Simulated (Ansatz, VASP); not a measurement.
## Al3Cu: VASP beside Ansatz

POSCAR

```
Al3Cu
1.0
    2.6905674370      0.0000000000      0.0000000000
    0.0000000000      2.6905674370      0.0000000000
    0.0000000000      0.0000000000      7.4779851673
Al Cu
3 1
Direct
    0.0000000000      0.0000000000      0.5000000000
    0.5000000000      0.5000000000      0.2226430005
    0.5000000000      0.5000000000      0.7773569995
    0.0000000000      0.0000000000      0.0000000000
```

The input INCAR.step1:

```
SYSTEM = Al3Cu
PREC = Accurate ; ENCUT = 520
ISMEAR = 0 ; SIGMA = 0.15
LREAL = .False. ; LASPH = .True.
NELM = 100 ; NBANDS = 18
GGA = PE ; ALGO = Normal
EDIFF = 1E-4 ; LWAVE = .True.
LCHARG = .False.
```

File INCAR.step2:

```
SYSTEM = Al3Cu
PREC = Accurate ; ENCUT = 520
EDIFF = 1E-6 ; ISMEAR = 0
SIGMA = 0.15 ; LREAL = .False.
LASPH = .True. ; NELM = 100
ALGO = Normal ; ISIF = 2
LWAVE = .False. ; LCHARG = .False.
METAGGA = R2SCAN ; LMIXTAU = .True.
NBANDS = 18 ; ISTART = 1
```

KPOINTS

```
regular mesh
0
Gamma
  18 18 6
  0 0 0
```

Input for Ansatz:

```yaml
crystal:
  lattice:
    - [2.690567437, 0.0, 0.0]
    - [0.0, 2.690567437, 0.0]
    - [0.0, 0.0, 7.4779851673]
  atoms:
    - { symbol: Al, position: [0.0, 0.0, 0.5] }
    - { symbol: Al, position: [0.5, 0.5, 0.2226430005] }
    - { symbol: Al, position: [0.5, 0.5, 0.7773569995] }
    - { symbol: Cu, position: [0.0, 0.0, 0.0] }
basis:
  ecutwfc: 500
kpoints:
  mp_grid: { grid: [18, 18, 6] }
hamiltonian:
  xc: r2scan
scf:
  occupations: { method: gaussian, width: 0.15 }
output:
  forces: true
  stress: true
  eigenvalues: true
```

Change from the starting cell: strain -0.030 along x and y, -0.015 along z, atoms carried along.

Alike in both runs: task single point; functional r2SCAN; k mesh 18 × 18 × 6; occupations gaussian, width 0.15 eV; no spin polarisation.

|  | VASP | Ansatz |
| --- | --- | --- |
| version | VASP 6.6.1 | Ansatz 0.2.0 |
| potentials or method | VASP PAW PBE potentials, release 64 (Al, Cu), cutoff 520 eV | scalar-relativistic, plane waves, PAW |
| valence electrons in the cell | 20 | 28 |

Ansatz gave:

| Quantity | Value |
| --- | --- |
| gap on the k mesh at the Fermi level (eV) | none |
| pressure (GPa) | 9.9 |
| traceless stress, the component that is largest in VASP (GPa) | -2.60 |
| rms of the force components (eV/Å) | 0.105 |

What did VASP give for the same quantities?

gap on the k mesh at the Fermi level (eV): none; pressure (GPa): 9.7; traceless stress, the component that is largest in VASP (GPa): -2.56; rms of the force components (eV/Å): 0.111.

VASP's potentials were made for PBE, not for r2SCAN. Atom by atom the forces differ by 0.006 eV/Å (rms over components). A gap of «none» marks a metal or a gap that the smearing closes. VASP's potentials hold 20 valence electrons a cell and Ansatz's 28, so a difference there can come from the potentials and not from the codes.
